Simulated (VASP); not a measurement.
# MgO in VASP: a series of runs, part 2 of 2

VASP 6.6.1. The steps go on from the part before.

**3. Single point, PBE (epitaxial xy strain +0.5%)**

INCAR

```
PREC     = Accurate       # precision mode
ENCUT    = 520            # plane-wave cutoff, eV
EDIFF    = 1E-6           # SCF threshold, eV
ISMEAR   = -1             # smearing method
SIGMA    = 0.02           # smearing width, eV
LREAL    = False          # projectors in reciprocal space
LASPH    = True           # aspherical terms in the spheres
NELM     = 60             # most SCF steps
ALGO     = Normal         # electronic algorithm
ISIF     = 2              # what is computed and relaxed
LWAVE    = False          # write WAVECAR
LCHARG   = False          # write CHGCAR
GGA      = PE             # functional
NBANDS   = 11             # bands
```

KPOINTS

```
Automatic mesh
0
Gamma
  10 10 10
```

POSCAR

```
MgO
1.0
    0.0000000000      2.2934156900      2.2658002208
    2.2934156900      0.0000000000      2.2658002208
    2.2934156900      2.2934156900      0.0000000000
Mg O
1 1
Direct
    0.0000000000      0.0000000000      0.0000000000
    0.2500000000      0.2500000000      0.2500000000
```

Potentials or basis: VASP PAW PBE potentials, release 64 (Mg, O).

On the command line:

```console
$ cat potpaw_PBE.64/Mg/POTCAR potpaw_PBE.64/O/POTCAR > POTCAR
$ mpirun -np 1 vasp_std > vasp.out
```

OUTCAR:

```text
PREC = Accurate
   ENCUT = 520
   EDIFF = 1E-6
   ISMEAR = -1
   LREAL = False
   LASPH = True
   NELM = 60
   ISIF = 2
   GGA = PE

 ion  position               nearest neighbor table
   1  0.000  0.000  0.000-   2 1.98   2 1.98   2 1.98   2 1.98
   2  0.250  0.250  0.250-   1 1.98   1 1.98   1 1.98   1 1.98

  LATTYP: Found a body centered tetragonal cell.
 ALAT       =     3.2433795730
 C/A-ratio  =     1.3971847388

  Lattice vectors:

 A1 = (   0.0000000000,  -2.2934156900,  -2.2658002208)
 A2 = (   0.0000000000,   2.2934156900,  -2.2658002208)
 A3 = (   2.2934156900,   0.0000000000,   2.2658002208)

Analysis of symmetry for initial positions (statically):
=====================================================================
 Subroutine PRICEL returns:
 Original cell was already a primitive cell.

 Routine SETGRP: Setting up the symmetry group for a
 body centered tetragonal supercell.

 Subroutine GETGRP returns: Found  8 space group operations
 (whereof  8 operations were pure point group operations)
 out of a pool of 16 trial point group operations.

The static configuration has the point symmetry D_2d.

Analysis of symmetry for dynamics (positions and initial velocities):
=====================================================================
 Subroutine PRICEL returns:
 Original cell was already a primitive cell.

 Routine SETGRP: Setting up the symmetry group for a
 body centered tetragonal supercell.

 Subroutine GETGRP returns: Found  8 space group operations
 (whereof  8 operations were pure point group operations)
 out of a pool of 16 trial point group operations.

The dynamic configuration has the point symmetry D_2d.

 Subroutine INISYM returns: Found  8 space group operations
 (whereof  8 operations are pure point group operations),
 and found     1 'primitive' translations

----------------------------------------------------------------------------------------
[... 113 lines left out ...]
     AMIX_MAG =   1.60;   BMIX_MAG =  1.00
  volume/ion in A,a.u.               =      11.92        80.42
  Fermi-wavevector in a.u.,A,eV,Ry     =   1.137712  2.149964 17.611234  1.294389
  Thomas-Fermi vector in A             =   2.274417
   LORBIT       =      0    0 simple, 1 ext, 2 COOP (PROOUT), +10 PAW based schemes
   GGA     = PE    functional components
   LHFCALC =     F    Hartree Fock is set to
   AEXX    =    0.0000 exact exchange contribution
   IVDW    =     0    specifies the selected vdW correction
   LEPSILON=     F    determine dielectric tensor
   LRPA    =     F    only Hartree local field effects (RPA)
 non-spin polarized calculation
  energy-cutoff  :      520.00
  volume of cell :       23.84
 maximum number of plane-waves:       654
   NGX = 11   NGY = 11   NGZ = 13

 number of electron       8.0000006 magnetization

 Free energy of the ion-electron system (eV)
  ---------------------------------------------------
  ext. energy  EPLUGINS =         0.00000000
  ---------------------------------------------------
  free energy    TOTEN  =       -11.69452332 eV

  energy without entropy =      -11.69452332  energy(sigma->0) =      -11.69452332

 E-fermi :   1.3206     XC(G=0):  -9.7083

 val. band max:        0.7899686356   @ k =   0.0000   0.0000   0.0000
 cond. band min:       4.3984440592   @ k =   0.0000   0.0000   0.0000
 fundamental gap:      3.6084754236
 Fermi energy:         1.3205521428

 k-point     1 :       0.0000    0.0000    0.0000
  band No.  band energies     occupation
      1     -15.1187      2.00000
      2       0.7653      2.00000
      3       0.7653      2.00000
      4       0.7900      2.00000
      5       4.3984      0.00000
      6      17.5576      0.00000
      7      17.5576      0.00000
      8      17.5588      0.00000
      9      20.8792      0.00000
     10      21.0344      0.00000
     11      21.0344      0.00000
[... 309 lines left out ...]
 k-point    24 :       0.4000    0.3000    0.0000
  band No.  band energies     occupation
      1     -14.4232      2.00000
      2      -1.4742      2.00000
      3       0.0599      2.00000
      4       0.1741      2.00000
      5       7.6390      0.00000
      6      12.4639      0.00000
      7      14.6045      0.00000
      8      17.0038      0.00000
      9      17.4245      0.00000
     10      23.9221      0.00000
     11      24.2043      0.00000

 [... further k-points ...]
[... 5 lines left out ...]
  --------------------------------------------------------------------------------------
  -------------------------------------------------------------------------------------
  Total        0.4376012      0.4376012      0.5036496      0.0000000      0.0000000      0.0000000
  in kB       29.4152053     29.4152053     33.8549295      0.0000000      0.0000000      0.0000000
  external PRESSURE =      30.8951134 kB  Pullay stress =       0.0000000 kB

 VOLUME and BASIS-vectors are now :
 -----------------------------------------------------------------------------
  energy-cutoff  :      520.00
  volume of cell :       23.84
      direct lattice vectors                 reciprocal lattice vectors
     0.000000000  2.293415690  2.265800221    -0.218015427  0.218015427  0.220672589
     2.293415690  0.000000000  2.265800221     0.218015427 -0.218015427  0.220672589
     2.293415690  2.293415690  0.000000000     0.218015427  0.218015427 -0.220672589

 POSITION                                       TOTAL-FORCE (eV/Angst)
 -----------------------------------------------------------------------------------
      0.00000      0.00000      0.00000         0.000000      0.000000     -0.000000
      1.14671      1.14671      1.13290        -0.000000     -0.000000      0.000000
 -----------------------------------------------------------------------------------
    total drift:                               -0.000001     -0.000001     -0.000001

  FREE ENERGIE OF THE ION-ELECTRON SYSTEM (eV)
  ---------------------------------------------------
  free  energy   TOTEN  =       -11.6945233235 eV

  energy  without entropy=      -11.6945233235  energy(sigma->0) =      -11.69452332
```

stdout:

```text
POSCAR found type information on POSCAR MgO
 POSCAR found :  2 types and       2 ions
 scaLAPACK will be used
 LDA part: xc-table for (Slater+PW92), standard interpolation
 POSCAR, INCAR and KPOINTS ok, starting setup
 FFT: planning ... GRIDC
 FFT: planning ... GRID_SOFT
 FFT: planning ... GRID
 WAVECAR not read
 entering main loop
```

Wall time 19 s (1 thread of Intel Xeon Platinum 8259CL at 2.50GHz (Skylake/Cascade Lake), shared host); peak memory 0.15 GiB.

What came out:

```yaml
Free_energy: -11.6945 eV
Pressure: 3.1 GPa
Band_gap_on_the_k_mesh: 3.61 eV, direct
```

Stress tensor (GPa, compression positive):
```
2.94 0.00 0.00
0.00 2.94 0.00
0.00 0.00 3.39
```

Caveat: the cell differs from its parent crystal (epitaxial xy strain +0.5%).
